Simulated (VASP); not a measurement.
Zn:

```xyz
2
Lattice="3.6226 0.0000 0.0000 0.0000 3.6226 0.0000 0.0000 0.0000 2.3982" Properties=species:S:1:pos:R:3 pbc="T T T"
Zn    0.0000    1.8113    1.9255
Zn    1.8113    0.0000    0.4727
```

The cell was generated, and may not be a known phase.

```yaml
Program: VASP 6.6.1
Task: relaxation of cell and atoms
Functional: PBE
Potentials_or_basis: VASP PAW PBE potentials, release 64 (Zn)
Cutoff: 600 eV
k_mesh: 6 × 6 × 8
Occupations: gaussian, width 0.1 eV
Spin: no spin polarisation
```

At the start: pressure 4.8 GPa; volume 15.74 Å³/atom.

Task: Where does the relaxation end?

Result: Over 11 steps the energy falls by 76.0 meV/atom and the volume is 15.92 Å³/atom (+1.2 %); space group P4/nmm (No. 129, to 0.1 Å) before, I4/mmm (No. 139, to 0.1 Å).

The path:
```csv
step,energy change (eV),largest force (eV/Å),pressure (GPa),volume (Å³)
1,0.0000,0.3485,4.76,31.47
2,-0.0957,0.2636,-2.72,33.55
3,-0.1085,0.2886,-1.22,32.97
4,-0.1193,0.2751,-0.53,32.48
5,-0.1296,0.2500,0.53,31.78
6,-0.1266,0.1668,3.16,30.41
7,-0.1323,0.2223,1.46,31.21
8,-0.1405,0.1642,1.15,31.31
9,-0.1515,0.0039,0.48,31.59
10,-0.1516,0.0096,0.49,31.61
11,-0.1520,0.0022,-0.05,31.85
```

Final structure:
```xyz
2
Lattice="3.5421 0.0000 0.0000 0.0000 3.5421 0.0000 0.0000 0.0000 2.5383" Properties=species:S:1:pos:R:3 pbc="T T T"
Zn    0.0000    1.7710    1.9043
Zn    1.7710    0.0000    0.6340
```
